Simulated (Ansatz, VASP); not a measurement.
# Ca2BPb: VASP beside Ansatz

```
CELL_PARAMETERS angstrom
5.08610 0.00000 0.00000
0.00000 5.08610 0.00000
0.00000 0.00000 3.81876
ATOMIC_POSITIONS crystal
Ca 0.50000 0.00000 0.50000
Ca 0.00000 0.50000 0.50000
B 0.00000 0.00000 0.00000
Pb 0.50000 0.50000 0.00000
```

Alike in both runs: task single point; functional PBE; k mesh 10 × 10 × 12; occupations gaussian, width 0.1 eV; no spin polarisation.

```csv
,VASP,Ansatz
version,VASP 6.6.1,Ansatz 0.2.0
potentials or method,"VASP PAW PBE potentials, release 64 (Ca_sv, B, Pb_d), cutoff 520 eV","scalar-relativistic, plane waves, PAW"
valence electrons in the cell,37,37
```

Ansatz gave:

| Quantity | Value |
| --- | --- |
| gap on the k mesh at the Fermi level (eV) | none |
| pressure (GPa) | 0.0 |

Task: Estimate VASP's values.

Result: gap on the k mesh at the Fermi level (eV): none; pressure (GPa): 0.1.

A gap of «none» marks a metal or a gap that the smearing closes. With one functional, cell and mesh, what is left measures potentials, basis and numerics.

Neither program's run includes spin-orbit coupling.
